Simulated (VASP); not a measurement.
# BN (F-43m) in VASP: a series of runs

BN is run at these levels: PBE, r2SCAN; tasks: single point.

Everything below comes from runs of VASP 6.6.1. Logs are shortened: lines on timing, memory, paths and dates and some standing lists are left out, and cuts for length are marked.

## (1) The cell of the first run

It takes space group F-43m (No. 216, cubic). The conventional cell has a = 3.562 Å, b = 3.562 Å, c = 3.562 Å, α = 90.00°, β = 90.00°, γ = 90.00°. Within 2.1 Å of B (site symmetry -43m) lie 4 N at 1.54 Å. N (site symmetry -43m) has 4 B at 1.54 Å within 2.1 Å.

## (2) Single point, PBE

The input, INCAR:

```
PREC     = Accurate       # precision mode
ENCUT    = 600            # plane-wave cutoff, eV
EDIFF    = 1E-6           # SCF threshold, eV
ISMEAR   = 0              # smearing method
SIGMA    = 0.01           # smearing width, eV
LREAL    = False          # projectors in reciprocal space
LASPH    = True           # aspherical terms in the spheres
NELM     = 120            # most SCF steps
ALGO     = Normal         # electronic algorithm
ISIF     = 2              # what is computed and relaxed
LWAVE    = False          # write WAVECAR
LCHARG   = False          # write CHGCAR
GGA      = PE             # functional
NBANDS   = 11             # bands
GGA_COMPAT= False
```

The input, KPOINTS:

```
regular mesh
0
Gamma
  4 4 4
```

The input, POSCAR:

```
BN
1.0
    0.0000000000      1.7809067400      1.7809067400
    1.7809067400      0.0000000000      1.7809067400
    1.7809067400      1.7809067400      0.0000000000
B N
1 1
Direct
    0.0000000000      0.0000000000      0.0000000000
    0.2500000000      0.2500000000      0.2500000000
```

Potentials or basis: VASP PAW PBE potentials, release 64 (B, N).

Launch:

```bash
cat potpaw_PBE.64/B/POTCAR potpaw_PBE.64/N/POTCAR > POTCAR
mpirun -np 1 vasp_std > vasp.out
```

OUTCAR:

```text
PREC = Accurate
   ENCUT = 600
   EDIFF = 1E-6
   ISMEAR = 0
   LREAL = False
   LASPH = True
   NELM = 120
   ISIF = 2
   GGA = PE

 ion  position               nearest neighbor table
   1  0.000  0.000  0.000-   2 1.54   2 1.54   2 1.54   2 1.54
   2  0.250  0.250  0.250-   1 1.54   1 1.54   1 1.54   1 1.54

  LATTYP: Found a face centered cubic cell.
 ALAT       =     3.5618134800

  Lattice vectors:

 A1 = (   0.0000000000,   1.7809067400,   1.7809067400)
 A2 = (   1.7809067400,   0.0000000000,   1.7809067400)
 A3 = (   1.7809067400,   1.7809067400,   0.0000000000)

Analysis of symmetry for initial positions (statically):
=====================================================================
 Subroutine PRICEL returns:
 Original cell was already a primitive cell.

 Routine SETGRP: Setting up the symmetry group for a
 face centered cubic supercell.

 Subroutine GETGRP returns: Found 24 space group operations
 (whereof 24 operations were pure point group operations)
 out of a pool of 48 trial point group operations.

The static configuration has the point symmetry T_d .

Analysis of symmetry for dynamics (positions and initial velocities):
=====================================================================
 Subroutine PRICEL returns:
 Original cell was already a primitive cell.

 Routine SETGRP: Setting up the symmetry group for a
 face centered cubic supercell.

 Subroutine GETGRP returns: Found 24 space group operations
 (whereof 24 operations were pure point group operations)
 out of a pool of 48 trial point group operations.

The dynamic configuration has the point symmetry T_d .

 Subroutine INISYM returns: Found 24 space group operations
 (whereof 24 operations are pure point group operations),
 and found     1 'primitive' translations

----------------------------------------------------------------------------------------

                                     Primitive cell

  volume of cell :      11.2968

  direct lattice vectors                    reciprocal lattice vectors
     0.000000000  1.780906740  1.780906740    -0.280755858  0.280755858  0.280755858
     1.780906740  0.000000000  1.780906740     0.280755858 -0.280755858  0.280755858
     1.780906740  1.780906740  0.000000000     0.280755858  0.280755858 -0.280755858

  length of vectors
     2.518582465  2.518582465  2.518582465     0.486283411  0.486283411  0.486283411

  position of ions in fractional coordinates (direct lattice)
     0.000000000  0.000000000  0.000000000
     0.250000000  0.250000000  0.250000000

  ion indices of the primitive-cell ions
   primitive index   ion index
                 1           1
                 2           2

----------------------------------------------------------------------------------------

 KPOINTS: regular mesh

Automatic generation of k-mesh.
 Grid dimensions read from file:
 generate k-points for:    4    4    4

 Generating k-lattice:

  Cartesian coordinates                     Fractional coordinates (reciprocal lattice)
    -0.070188965  0.070188965  0.070188965     0.250000000  0.000000000  0.000000000
     0.070188965 -0.070188965  0.070188965     0.000000000  0.250000000  0.000000000
     0.070188965  0.070188965 -0.070188965     0.000000000  0.000000000  0.250000000

  Length of vectors
     0.121570853  0.121570853  0.121570853

  Shift w.r.t. Gamma in fractional coordinates (k-lattice)
     0.000000000  0.000000000  0.000000000

 Subroutine IBZKPT returns following result:
 ===========================================

 Found      8 irreducible k-points:

 Following reciprocal coordinates:
            Coordinates               Weight
  0.000000  0.000000  0.000000      1.000000
  0.250000  0.000000  0.000000      8.000000
  0.500000  0.000000  0.000000      4.000000
  0.250000  0.250000  0.000000      6.000000
  0.500000  0.250000  0.000000     24.000000
 -0.250000  0.250000  0.000000     12.000000
  0.500000  0.500000  0.000000      3.000000
 -0.250000  0.500000  0.250000      6.000000
   k-points           NKPTS =      8   k-points in BZ     NKDIM =      8   number of bands    NBANDS=     11
   number of dos      NEDOS =    301   number of ions     NIONS =      2
   total plane-waves  NPLWV =   8000
   dimension x,y,z NGX =    20 NGY =   20 NGZ =   20
   dimension x,y,z NGXF=    40 NGYF=   40 NGZF=   40
   ions per type =               1   1
   NGX,Y,Z   is equivalent  to a cutoff of  13.20, 13.20, 13.20 a.u.
   NGXF,Y,Z  is equivalent  to a cutoff of  26.40, 26.40, 26.40 a.u.
 SYSTEM =  unknown system
   PREC   = accura    normal or accurate (medium, high low for compatibility)
   ISTART =      0    job   : 0-new  1-cont  2-samecut
   ICHARG =      2    charge: 1-file 2-atom 10-const
   ISPIN  =      1    spin polarized calculation?
   LNONCOLLINEAR =      F non collinear calculations
   LSORBIT =      F    spin-orbit coupling
   LASPH  =      T    aspherical Exc in radial PAW
   ENCUT  =  600.0 eV  44.10 Ry    6.64 a.u.   5.03  5.03  5.03*2*pi/ulx,y,z
   NELM   =    120;   NELMIN=  2; NELMDL= -5     # of ELM steps
   EDIFF  = 0.1E-05   stopping-criterion for ELM
   LREAL  =      F    real-space projection
   EDIFFG = 0.1E-04   stopping-criterion for IOM
   NSW    =      0    number of steps for IOM
   IBRION =     -1    ionic relax: 0-MD 1-quasi-New 2-CG
   NFREE  =      0    steps in history (QN), initial steepest desc. (CG)
   ISIF   =      2    stress and relaxation
   ISYM   =      2    0-nonsym 1-usesym 2-fastsym
   POTIM  = 0.5000    time-step for ionic-motion
   TEBEG  =    0.0;   TEEND  =   0.0 temperature during run
   PSTRESS=    0.0 pullay stress
   NELECT =       8.0000    total number of electrons
   NUPDOWN=      -1.0000    fix difference up-down
   EMIN   =  10.00;   EMAX   =-10.00  energy-range for DOS
   EFERMI =   0.00;   METHOD = LEGACY
   ISMEAR =     0;   SIGMA  =   0.01  broadening in eV -4-tet -1-fermi 0-gaus
   EFERMI_NEDOS =   21; number of points for ismear=-14 and -15
   IALGO  =     38    algorithm
   IMIX   =      4    mixing-type and parameters
     AMIX     =   0.40;   BMIX     =  1.00
     AMIX_MAG =   1.60;   BMIX_MAG =  1.00
  volume/ion in A,a.u.               =       5.65        38.12
  Fermi-wavevector in a.u.,A,eV,Ry     =   1.459218  2.757523 28.971137  2.129319
  Thomas-Fermi vector in A             =   2.575811
   LORBIT       =      0    0 simple, 1 ext, 2 COOP (PROOUT), +10 PAW based schemes
   GGA     = PE    functional components
   LHFCALC =     F    Hartree Fock is set to
   AEXX    =    0.0000 exact exchange contribution
   IVDW    =     0    specifies the selected vdW correction
   LEPSILON=     F    determine dielectric tensor
   LRPA    =     F    only Hartree local field effects (RPA)
 non-spin polarized calculation
 Gauss-broadening in eV      SIGMA  =   0.01
  energy-cutoff  :      600.00
  volume of cell :       11.30
 maximum number of plane-waves:       388
   NGX =  9   NGY =  9   NGZ =  9

 number of electron       7.9999998 magnetization

 Free energy of the ion-electron system (eV)
  ---------------------------------------------------
  ext. energy  EPLUGINS =         0.00000000
  ---------------------------------------------------
  free energy    TOTEN  =       -17.33643270 eV

  energy without entropy =      -17.33643270  energy(sigma->0) =      -17.33643270

 E-fermi :   8.0473     XC(G=0): -13.0336

 val. band max:        7.9962377708   @ k =   0.0000   0.0000   0.0000
 cond. band min:      12.4763377359   @ k =   0.5000   0.5000   0.0000
 fundamental gap:      4.4800999651
 Fermi energy:         8.0473038273

 k-point     1 :       0.0000    0.0000    0.0000
  band No.  band energies     occupation
      1     -12.7645      2.00000
      2       7.9962      2.00000
      3       7.9962      2.00000
      4       7.9962      2.00000
      5      17.0001      0.00000
      6      17.0001      0.00000
      7      17.0001      0.00000
      8      19.0715      0.00000
      9      33.5671      0.00000
     10      36.2831      0.00000
     11      36.2831      0.00000

 k-point     2 :       0.2500    0.0000    0.0000
  band No.  band energies     occupation
      1     -11.2280      2.00000
      2       2.3273      2.00000
      3       6.8116      2.00000
      4       6.8116      2.00000
      5      18.0911      0.00000
      6      18.5841      0.00000
      7      18.5841      0.00000
      8      22.1583      0.00000
      9      31.9860      0.00000
     10      31.9893      0.00000
     11      31.9893      0.00000

 k-point     3 :       0.5000    0.0000    0.0000
  band No.  band energies     occupation
      1      -8.3268      2.00000
      2      -3.1304      2.00000
      3       5.9650      2.00000
      4       5.9650      2.00000
      5      18.7123      0.00000
      6      18.9220      0.00000
      7      18.9220      0.00000
      8      23.7022      0.00000
      9      32.0827      0.00000
     10      35.5612      0.00000
     11      35.5614      0.00000

 k-point     4 :       0.2500    0.2500    0.0000
  band No.  band energies     occupation
      1     -10.7243      2.00000
      2       3.9512      2.00000
      3       4.8309      2.00000
      4       4.8309      2.00000
      5      14.9402      0.00000
      6      19.9311      0.00000
      7      21.8641      0.00000
      8      21.8641      0.00000
      9      26.7982      0.00000
     10      36.0909      0.00000
     11      39.2149      0.00000

 k-point     5 :       0.5000    0.2500    0.0000
  band No.  band energies     occupation
      1      -7.8799      2.00000
      2      -1.0836      2.00000
      3       2.6406      2.00000
      4       4.1619      2.00000
      5      15.6822      0.00000
      6      21.4872      0.00000
      7      22.9012      0.00000
      8      23.2041      0.00000
      9      28.5311      0.00000
     10      35.3405      0.00000
     11      37.2798      0.00000

 k-point     6 :      -0.2500    0.2500    0.0000
  band No.  band energies     occupation
      1      -8.9423      2.00000
      2       0.1513      2.00000
      3       2.1693      2.00000
      4       5.8007      2.00000
      5      17.9399      0.00000
      6      20.5023      0.00000
      7      21.3617      0.00000
      8      23.1522      0.00000
      9      30.0344      0.00000
     10      30.3857      0.00000
     11      35.6446      0.00000

 k-point     7 :       0.5000    0.5000    0.0000
  band No.  band energies     occupation
      1      -6.8971      2.00000
      2      -1.2320      2.00000
      3       2.8565      2.00000
      4       2.8565      2.00000
      5      12.4763      0.00000
      6      17.4491      0.00000
      7      26.5969      0.00000
      8      26.5969      0.00000
      9      29.5522      0.00000
     10      36.1833      0.00000
     11      42.4148      0.00000

 k-point     8 :      -0.2500    0.5000    0.2500
  band No.  band energies     occupation
      1      -6.5489      2.00000
      2       0.1997      2.00000
      3       0.6748      2.00000
      4       1.1532      2.00000
      5      17.7727      0.00000
      6      21.8252      0.00000
      7      22.7465      0.00000
      8      23.3466      0.00000
      9      27.9737      0.00000
     10      34.3700      0.00000
     11      38.2079      0.00000

------------------------ aborting loop because EDIFF is reached ----------------------------------------

  FORCE on cell =-STRESS in cart. coord.  units (eV):
  Direction    XX          YY          ZZ          XY          YZ          ZX
  --------------------------------------------------------------------------------------
  -------------------------------------------------------------------------------------
  Total        1.5778863      1.5778863      1.5778863      0.0000000      0.0000000      0.0000000
  in kB      223.7859136    223.7859136    223.7859136      0.0000000      0.0000000      0.0000000
  external PRESSURE =     223.7859136 kB  Pullay stress =       0.0000000 kB

 VOLUME and BASIS-vectors are now :
 -----------------------------------------------------------------------------
  energy-cutoff  :      600.00
  volume of cell :       11.30
      direct lattice vectors                 reciprocal lattice vectors
     0.000000000  1.780906740  1.780906740    -0.280755858  0.280755858  0.280755858
     1.780906740  0.000000000  1.780906740     0.280755858 -0.280755858  0.280755858
     1.780906740  1.780906740  0.000000000     0.280755858  0.280755858 -0.280755858

 POSITION                                       TOTAL-FORCE (eV/Angst)
 -----------------------------------------------------------------------------------
      0.00000      0.00000      0.00000        -0.000000     -0.000000     -0.000000
      0.89045      0.89045      0.89045         0.000000      0.000000      0.000000
 -----------------------------------------------------------------------------------
    total drift:                                0.000000      0.000000      0.000000

  FREE ENERGIE OF THE ION-ELECTRON SYSTEM (eV)
  ---------------------------------------------------
  free  energy   TOTEN  =       -17.3364327010 eV

  energy  without entropy=      -17.3364327010  energy(sigma->0) =      -17.33643270
```

Wall time 2.1 s (1 thread of AMD EPYC 7R43 (Zen 3), shared host); peak memory 0.08 GiB.

What came out:

* Free energy: -17.3364 eV
* Pressure: 22.4 GPa
* Band gap on the k mesh: 4.48 eV, indirect (least direct gap 9.00 eV)

Caveat: the k points lie up to 0.76 Å⁻¹ apart.

## (3) Single point, r2SCAN

This run uses another cell than the first one, of 5.33 Å³/atom, 0.943 times its volume.

The input, POSCAR:

```
BN
1.0
    0.0000000000      1.7466500000      1.7466500000
    1.7466500000      0.0000000000      1.7466500000
    1.7466500000      1.7466500000      0.0000000000
B N
1 1
Direct
    0.0000000000      0.0000000000      0.0000000000
    0.2500000000      0.2500000000      0.2500000000
```

The input, INCAR.step1:

```
ALGO     = Normal         # electronic algorithm
EDIFF    = 1E-5           # SCF threshold, eV
ENCUT    = 660            # plane-wave cutoff, eV
GGA      = PE             # functional
GGA_COMPAT= False        
ISMEAR   = 0              # smearing method
LASPH    = True           # aspherical terms in the spheres
LCHARG   = False          # write CHGCAR
LREAL    = False          # projectors in reciprocal space
LWAVE    = True           # write WAVECAR
NBANDS   = 11             # bands
NELM     = 120            # most SCF steps
PREC     = Accurate       # precision mode
SIGMA    = 0.01           # smearing width, eV
```

The input, INCAR.step2:

```
ALGO     = Normal         # electronic algorithm
EDIFF    = 1E-6           # SCF threshold, eV
ENCUT    = 660            # plane-wave cutoff, eV
GGA_COMPAT= False        
ISIF     = 2              # what is computed and relaxed
ISMEAR   = 0              # smearing method
ISTART   = 1            
LASPH    = True           # aspherical terms in the spheres
LCHARG   = False          # write CHGCAR
LMIXTAU  = True         
LREAL    = False          # projectors in reciprocal space
LWAVE    = False          # write WAVECAR
METAGGA  = R2SCAN         # meta-GGA
NBANDS   = 11             # bands
NELM     = 120            # most SCF steps
PREC     = Accurate       # precision mode
SIGMA    = 0.01           # smearing width, eV
```

The input, KPOINTS:

```
k-points
0
Gamma
  4 4 4
```

Potentials or basis: VASP PAW PBE potentials, release 64 (B, N).

Launch:

```bash
cat potpaw_PBE.64/B/POTCAR potpaw_PBE.64/N/POTCAR > POTCAR
cp INCAR.step1 INCAR
mpirun -np 1 vasp_std > vasp.out
cp INCAR.step2 INCAR
mpirun -np 1 vasp_std > vasp.out
```

Wall time 13 s (1 thread of AMD EPYC 7R43 (Zen 3), shared host); peak memory 0.1 GiB.

It converged, with:

* Free energy: -18.9359 eV
* Pressure: 48.5 GPa
* Band gap on the k mesh: 5.07 eV, indirect (least direct gap 10.01 eV)

Levels at points of the mesh, in eV from the valence-band top:
| k point | band 1 | band 2 | band 3 | band 4 | band 5 | band 6 | band 7 | band 8 | band 9 |
| --- | --- | --- | --- | --- | --- | --- | --- | --- | --- |
| (0.00, 0.00, 0.00) | -22.54 | 0.00 | 0.00 | 0.00 | 10.01 | 10.01 | 10.01 | 12.88 | 28.18 |
| (0.50, 0.00, 0.00) | -17.73 | -12.11 | -2.23 | -2.23 | 12.02 | 12.02 | 12.21 | 17.51 | 26.51 |
| (0.50, 0.50, 0.00) | -16.16 | -10.05 | -5.65 | -5.65 | 5.07 | 10.39 | 20.96 | 20.96 | 24.14 |

Caveat: the k points lie up to 0.78 Å⁻¹ apart; the PAW data sets were made with another functional, which shifts forces and pressure a little. r2SCAN opens gaps a little over a GGA but as a rule still falls short of measured ones.

(Part 1 of 2 ends here.)
